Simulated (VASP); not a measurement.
# LuH3 (P-3c1) in VASP: a series of runs

The runs below take LuH3 through single point, with PBEsol.

Program: VASP 6.6.1. These are calculated values, not measurements. Logs are shortened: lines on timing, memory, paths and dates and some standing lists are left out, and cuts for length are marked.

## Step 1: The cell of the first run

It takes space group P-3c1 (No. 165, trigonal). The conventional cell has a = 6.044 Å, b = 6.044 Å, c = 6.295 Å, α = 90.00°, β = 90.00°, γ = 120.00°. Lu (site symmetry 2) has 11 H at 2.03 to 2.37 Å within 2.7 Å. H (site symmetry 1) has 8 H at 2.01 to 2.57 Å and 4 Lu at 2.15 to 2.37 Å within 2.7 Å. Within 2.7 Å of H (site symmetry 32) lie 3 Lu at 2.03 Å and 6 H at 2.26 Å. Within 2.7 Å of H (site symmetry 3) lie 3 Lu at 2.05 Å and 9 H at 2.21 to 2.57 Å.

## Step 2: Single point, PBEsol

Contents of INCAR:

```
  PREC = Accurate
  ENCUT = 520
  EDIFF = 1E-7
  ISMEAR = 0
  SIGMA = 0.01
  LREAL = Auto
  LASPH = True
  NELM = 100
  ALGO = Normal
  ISIF = 2
  LWAVE = False
  LCHARG = True
  GGA = PS
  LVHAR = True
  NBANDS = 102
  KPAR = 4
```

Contents of KPOINTS:

```
regular mesh
0
Gamma
  9 9 6
```

Contents of POSCAR:

```
LuH3
1.0
    6.0435016883      0.0000000000      0.0000000000
   -3.0217508442      5.2338259899      0.0000000000
    0.0000000000      0.0000000000      6.2949381184
Lu H
6 18
Direct
    0.6637266908      0.0000000000      0.2500000000
    0.3362733092      0.3362733092      0.2500000000
    0.0000000000      0.6637266908      0.2500000000
    0.6637266908      0.6637266908      0.7500000000
    0.0000000000      0.3362733092      0.7500000000
    0.3362733092      0.0000000000      0.7500000000
    0.3224198651      0.9729585184      0.4078266576
    0.6505386533      0.6775801349      0.4078266576
    0.0270414816      0.3494613467      0.4078266576
    0.3224198651      0.3494613467      0.9078266576
    0.0270414816      0.6775801349      0.9078266576
    0.6505386533      0.9729585184      0.9078266576
    0.6775801349      0.0270414816      0.5921733424
    0.3494613467      0.3224198651      0.5921733424
    0.9729585184      0.6505386533      0.5921733424
    0.6775801349      0.6505386533      0.0921733424
    0.9729585184      0.3224198651      0.0921733424
    0.3494613467      0.0270414816      0.0921733424
    0.0000000000      0.0000000000      0.2500000000
    0.0000000000      0.0000000000      0.7500000000
    0.6666666667      0.3333333333      0.3144706261
    0.6666666667      0.3333333333      0.8144706261
    0.3333333333      0.6666666667      0.6855293739
    0.3333333333      0.6666666667      0.1855293739
```

Potentials or basis: VASP PAW PBE potentials, release 64 (Lu, H).

On the command line:

```bash
$ cat potpaw_PBE.64/Lu/POTCAR potpaw_PBE.64/H/POTCAR > POTCAR
$ mpirun -np 4 vasp_std > vasp.out
```

OUTCAR:

```text
PREC = Accurate
   ENCUT = 520
   EDIFF = 1E-7
   ISMEAR = 0
   LREAL = Auto
   LASPH = True
   NELM = 100
   ISIF = 2
   GGA = PS

 ion  position               nearest neighbor table
   1  0.664  0.000  0.250-  19 2.03  21 2.05  24 2.05  17 2.15   8 2.15  13 2.16  12 2.16   7 2.22
                            18 2.22   3 3.47   3 3.47   2 3.47   2 3.47   2 3.52   3 3.52   6 3.72
   2  0.336  0.336  0.250-  19 2.03  21 2.05  24 2.05   9 2.15  18 2.15  10 2.16  14 2.16  16 2.22
                             8 2.22   3 3.47   1 3.47   3 3.47   1 3.47   1 3.52   3 3.52   4 3.72
   3  0.000  0.664  0.250-  19 2.03  24 2.05  21 2.05   7 2.15  16 2.15  11 2.16  15 2.16  17 2.22
                             9 2.22   1 3.47   2 3.47   1 3.47   2 3.47   2 3.52   1 3.52   5 3.72
   4  0.664  0.664  0.750-  20 2.03  23 2.05  22 2.05  15 2.15  12 2.15  16 2.16   8 2.16  10 2.22
                            14 2.22   5 3.47   6 3.47   5 3.47   6 3.47   6 3.52   5 3.52   2 3.72
   5  0.000  0.336  0.750-  20 2.03  22 2.05  23 2.05  13 2.15  10 2.15  17 2.16   9 2.16  11 2.22
                            15 2.22   6 3.47   4 3.47   6 3.47   4 3.47   4 3.52   6 3.52   3 3.72
   6  0.336  0.000  0.750-  20 2.03  23 2.05  22 2.05  11 2.15  14 2.15   7 2.16  18 2.16  13 2.22
                            12 2.22   5 3.47   5 3.47   4 3.47   4 3.47   4 3.52   5 3.52   1 3.72
   7  0.322  0.973  0.408-   3 2.15   6 2.16   1 2.22
   8  0.651  0.678  0.408-   1 2.15   4 2.16   2 2.22
   9  0.027  0.349  0.408-   2 2.15   5 2.16   3 2.22
  10  0.322  0.349  0.908-   5 2.15   2 2.16   4 2.22
  11  0.027  0.678  0.908-   6 2.15   3 2.16   5 2.22
  12  0.651  0.973  0.908-   4 2.15   1 2.16   6 2.22
[... 10 lines left out ...]
  23  0.333  0.667  0.686-   6 2.05   5 2.05   4 2.05
  24  0.333  0.667  0.186-   3 2.05   1 2.05   2 2.05

  LATTYP: Found a hexagonal cell.
 ALAT       =     6.0435016883
 C/A-ratio  =     1.0416044279

  Lattice vectors:

 A1 = (   6.0435016883,   0.0000000000,   0.0000000000)
 A2 = (  -3.0217508442,   5.2338259899,   0.0000000000)
 A3 = (   0.0000000000,   0.0000000000,   6.2949381184)

Analysis of symmetry for initial positions (statically):
=====================================================================
 Subroutine PRICEL returns:
 Original cell was already a primitive cell.

 Routine SETGRP: Setting up the symmetry group for a
 hexagonal supercell.

 Subroutine GETGRP returns: Found 12 space group operations
 (whereof  6 operations were pure point group operations)
 out of a pool of 24 trial point group operations.

The static configuration has the point symmetry S_6 .
 The point group associated with its full space group is D_3d.

Analysis of symmetry for dynamics (positions and initial velocities):
[... 168 lines left out ...]
   NUPDOWN=      -1.0000    fix difference up-down
   EMIN   =  10.00;   EMAX   =-10.00  energy-range for DOS
   EFERMI =   0.00;   METHOD = LEGACY
   ISMEAR =     0;   SIGMA  =   0.01  broadening in eV -4-tet -1-fermi 0-gaus
   EFERMI_NEDOS =   21; number of points for ismear=-14 and -15
   IALGO  =     38    algorithm
   IMIX   =      4    mixing-type and parameters
     AMIX     =   0.40;   BMIX     =  1.00
     AMIX_MAG =   1.60;   BMIX_MAG =  1.00
  volume/ion in A,a.u.               =       8.30        55.99
  Fermi-wavevector in a.u.,A,eV,Ry     =   1.546957  2.923324 32.559758  2.393075
  Thomas-Fermi vector in A             =   2.652119
   LORBIT       =      0    0 simple, 1 ext, 2 COOP (PROOUT), +10 PAW based schemes
   GGA     = PS    functional components
   LHFCALC =     F    Hartree Fock is set to
   AEXX    =    0.0000 exact exchange contribution
   IVDW    =     0    specifies the selected vdW correction
   LEPSILON=     F    determine dielectric tensor
   LRPA    =     F    only Hartree local field effects (RPA)
 non-spin polarized calculation
 Gauss-broadening in eV      SIGMA  =   0.01
  energy-cutoff  :      520.00
  volume of cell :      199.11
 maximum number of plane-waves:      5391
 NGX is ok and might be reduce to    48
   NGX = 23   NGY = 23   NGZ = 23

 number of electron     167.9999965 magnetization

 Free energy of the ion-electron system (eV)
  ---------------------------------------------------
  ext. energy  EPLUGINS =         0.00000000
  ---------------------------------------------------
  free energy    TOTEN  =      -104.21703295 eV

  energy without entropy =     -104.21702995  energy(sigma->0) =     -104.21703145

 E-fermi :   2.3675     XC(G=0): -11.3719

 val. band max:        2.3507111079   @ k =   0.0000   0.0000   0.3333
 cond. band min:       2.3884807554   @ k =   0.1111   0.0000   0.1667
 fundamental gap:      0.0377696475
 Fermi energy:         2.3675498409

 k-point     1 :       0.0000    0.0000    0.0000
  band No.  band energies     occupation
      1     -53.4170      2.00000
      2     -53.4057      2.00000
      3     -53.3890      2.00000
      4     -53.3890      2.00000
      5     -53.3886      2.00000
      6     -53.3886      2.00000
[... 2365 lines left out ...]
     95       6.2476      0.00000
     96       6.4577      0.00000

 [... further k-points ...]

 [bands above 96 left out]

------------------------ aborting loop because EDIFF is reached ----------------------------------------

  FORCE on cell =-STRESS in cart. coord.  units (eV):
  Direction    XX          YY          ZZ          XY          YZ          ZX
  --------------------------------------------------------------------------------------
  -------------------------------------------------------------------------------------
  Total        0.2756861      0.2756861      0.0823783     -0.0000000      0.0000000     -0.0000000
  in kB        2.2183299      2.2183299      0.6628638     -0.0000000      0.0000000     -0.0000000
  external PRESSURE =       1.6998412 kB  Pullay stress =       0.0000000 kB

 VOLUME and BASIS-vectors are now :
 -----------------------------------------------------------------------------
  energy-cutoff  :      520.00
  volume of cell :      199.11
      direct lattice vectors                 reciprocal lattice vectors
     6.043501688  0.000000000  0.000000000     0.165466984  0.095532408  0.000000000
    -3.021750844  5.233825990  0.000000000     0.000000000  0.191064816  0.000000000
     0.000000000  0.000000000  6.294938118     0.000000000  0.000000000  0.158857797

 POSITION                                       TOTAL-FORCE (eV/Angst)
 -----------------------------------------------------------------------------------
      4.01123      0.00000      1.57373         0.002759     -0.000000      0.000000
      1.01613      1.76000      1.57373        -0.001380     -0.002390      0.000000
     -2.00562      3.47383      1.57373        -0.001380      0.002390      0.000000
      2.00562      3.47383      4.72120         0.001380      0.002390      0.000000
     -1.01613      1.76000      4.72120         0.001380     -0.002390      0.000000
      2.03227      0.00000      4.72120        -0.002759      0.000000      0.000000
[... 16 lines left out ...]
     -0.00000      3.48922      4.31536         0.000000     -0.000000     -0.008988
     -0.00000      3.48922      1.16790         0.000000     -0.000000     -0.008988
 -----------------------------------------------------------------------------------
    total drift:                               -0.000000      0.000000      0.000000

  FREE ENERGIE OF THE ION-ELECTRON SYSTEM (eV)
  ---------------------------------------------------
  free  energy   TOTEN  =      -104.2170329508 eV

  energy  without entropy=     -104.2170299495  energy(sigma->0) =     -104.21703145
```

Wall time 19 min (4 MPI ranks of Intel Xeon Platinum 8375C at 2.90GHz (Ice Lake), shared host); peak memory 0.85 GiB.

What came out:

- Free energy: -104.2170 eV
- Pressure: 0.2 GPa
- Largest force: 0.009 eV/Å
- Band gap on the k mesh: 0.04 eV (least direct gap 0.14 eV)

Forces on the atoms (eV/Å):
```
Lu   0.003  0.000  0.000
Lu  -0.001 -0.002  0.000
Lu  -0.001  0.002  0.000
Lu   0.001  0.002  0.000
Lu   0.001 -0.002  0.000
Lu  -0.003  0.000  0.000
H    0.000  0.003  0.000
H    0.003 -0.001  0.000
H   -0.002 -0.002  0.000
H    0.002 -0.002  0.000
H   -0.003 -0.001  0.000
H    0.000  0.003  0.000
H    0.000 -0.003  0.000
H   -0.003  0.001  0.000
H    0.002  0.002  0.000
H   -0.002  0.002  0.000
H    0.003  0.001  0.000
H    0.000 -0.003  0.000
H    0.000  0.000  0.000
H    0.000  0.000  0.000
H    0.000  0.000  0.009
H    0.000  0.000  0.009
H    0.000  0.000 -0.009
H    0.000  0.000 -0.009
```

Stress tensor (GPa, compression positive):
```
0.22 0.00 0.00
0.00 0.22 0.00
0.00 0.00 0.07
```

Levels at points of the mesh, in eV from the valence-band top:
| k point | band 81 | band 82 | band 83 | band 84 | band 85 | band 86 | band 87 | band 88 |
| --- | --- | --- | --- | --- | --- | --- | --- | --- |
| (0.00, 0.00, 0.00) | -3.07 | -1.94 | -1.78 | -0.57 | 0.67 | 1.73 | 1.73 | 1.89 |
| (0.00, 0.00, 0.50) | -3.31 | -3.31 | -0.45 | -0.45 | 1.27 | 1.27 | 1.76 | 1.76 |

Caveat: the PAW data sets were made with another functional, which shifts forces and pressure a little; spin-orbit coupling is left out, which moves the levels of the heavy elements. A k mesh can miss the band edges.

## Step 3: Single point, PBEsol

This run uses another cell than the first one, of 8.01 Å³/atom.

Contents of INCAR:

```
PREC = Accurate
ENCUT = 520
EDIFF = 1E-7
ISMEAR = 0
SIGMA = 0.1
LREAL = Auto
LASPH = True
NELM = 80
ALGO = Normal
ISIF = 2
LWAVE = False
LCHARG = False
GGA = PS
NBANDS = 102
```

Contents of KPOINTS:

```
Automatic mesh
0
Gamma
  6 6 4
```

Contents of POSCAR:

```
LuH3
1.0
    5.9806326517      0.0000000000      0.0000000000
   -2.9903163259      5.1793798070      0.0000000000
    0.0000000000      0.0000000000      6.2030270937
Lu H
6 18
Direct
    0.6639683628      0.0000000000      0.2500000000
    0.3360316372      0.3360316372      0.2500000000
    0.0000000000      0.6639683628      0.2500000000
    0.6639683628      0.6639683628      0.7500000000
    0.0000000000      0.3360316372      0.7500000000
    0.3360316372      0.0000000000      0.7500000000
    0.3225641269      0.9743523129      0.4072939042
    0.6517881859      0.6774358731      0.4072939042
    0.0256476871      0.3482118141      0.4072939042
    0.3225641269      0.3482118141      0.9072939042
    0.0256476871      0.6774358731      0.9072939042
    0.6517881859      0.9743523129      0.9072939042
    0.6774358731      0.0256476871      0.5927060958
    0.3482118141      0.3225641269      0.5927060958
    0.9743523129      0.6517881859      0.5927060958
    0.6774358731      0.6517881859      0.0927060958
    0.9743523129      0.3225641269      0.0927060958
    0.3482118141      0.0256476871      0.0927060958
    0.0000000000      0.0000000000      0.2500000000
    0.0000000000      0.0000000000      0.7500000000
    0.6666666667      0.3333333333      0.3184662742
    0.6666666667      0.3333333333      0.8184662742
    0.3333333333      0.6666666667      0.6815337258
    0.3333333333      0.6666666667      0.1815337258
```

Potentials or basis: VASP PAW PBE potentials, release 64 (Lu, H).

On the command line:

```bash
$ cat potpaw_PBE.64/Lu/POTCAR potpaw_PBE.64/H/POTCAR > POTCAR
$ mpirun -np 1 vasp_std > vasp.out
```

Run time: 51 min. Hardware: 1 thread of Intel Xeon 8259CL, shared host; peak memory 0.52 GiB.

Results (log left out):

* Free energy: -104.1286 eV
* Pressure: 3.7 GPa
* Largest force: 0.011 eV/Å
* Band gap on the k mesh: 0.28 eV (least direct gap 0.33 eV)

Forces in eV/Å, atoms in the order of the input:
```
Lu   0.000  0.000  0.000
Lu   0.000  0.000  0.000
Lu   0.000  0.000  0.000
Lu   0.000  0.000  0.000
Lu   0.000  0.000  0.000
Lu   0.000  0.000  0.000
H    0.000  0.002 -0.003
H    0.002 -0.001 -0.003
H   -0.002 -0.001 -0.003
H    0.002 -0.001 -0.003
H   -0.002 -0.001 -0.003
H    0.000  0.002 -0.003
H    0.000 -0.002  0.003
H   -0.002  0.001  0.003
H    0.002  0.001  0.003
H   -0.002  0.001  0.003
H    0.002  0.001  0.003
H    0.000 -0.002  0.003
H    0.000  0.000  0.000
H    0.000  0.000  0.000
H    0.000  0.000  0.011
H    0.000  0.000  0.011
H    0.000  0.000 -0.011
H    0.000  0.000 -0.011
```

Levels at points of the mesh, in eV from the valence-band top:
| k point | band 82 | band 83 | band 84 | band 85 | band 86 | band 87 |
| --- | --- | --- | --- | --- | --- | --- |
| (0.00, 0.00, 0.00) | -1.82 | -1.76 | -0.55 | 0.84 | 1.82 | 1.82 |
| (0.50, 0.00, 0.00) | -2.52 | -1.49 | -1.45 | 1.63 | 1.68 | 1.98 |
| (0.00, 0.00, 0.50) | -3.22 | -0.37 | -0.37 | 1.36 | 1.36 | 1.85 |
| (0.50, 0.00, 0.50) | -2.94 | -2.91 | -2.91 | 2.53 | 2.53 | 2.59 |

Caveat: the cell stands under pressure; the PAW data sets were made with another functional, which shifts forces and pressure a little; spin-orbit coupling is left out, which moves the levels of the heavy elements. A k mesh can miss the band edges.
